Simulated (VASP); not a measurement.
Input of a VASP 6.6.1 run:

INCAR

```
SYSTEM = SiC
PREC = Accurate
ENCUT = 520
EDIFF = 1E-7
ISMEAR = -1
SIGMA = 0.02
LREAL = .False.
LASPH = .True.
NELM = 100
ALGO = Normal
ISIF = 2
LWAVE = .False.
LCHARG = .False.
GGA = PE
NBANDS = 11
```

The input KPOINTS:

```
regular mesh
0
Gamma
  10 10 10
  0 0 0
```

POSCAR

```
SiC
1.0
    0.0000000000      2.1780523450      2.1780523450
    2.1780523450      0.0000000000      2.1780523450
    2.1780523450      2.1780523450      0.0000000000
Si C
1 1
Direct
    0.0000000000      0.0000000000      0.0000000000
    0.2500000000      0.2500000000      0.2500000000
```

Potentials or basis: VASP PAW PBE potentials, release 64 (Si, C).

Command:

```bash
$ cat potpaw_PBE.64/Si/POTCAR potpaw_PBE.64/C/POTCAR > POTCAR
$ mpirun -np 1 vasp_std > vasp.out
```

What does it give for the pressure?

3.5 GPa.

Estimate the band gap on the k mesh.

1.36 eV, indirect (least direct gap 4.54 eV).

A k mesh can miss the band edges. PBE gaps usually lie below the measured ones, often by a third to a half.
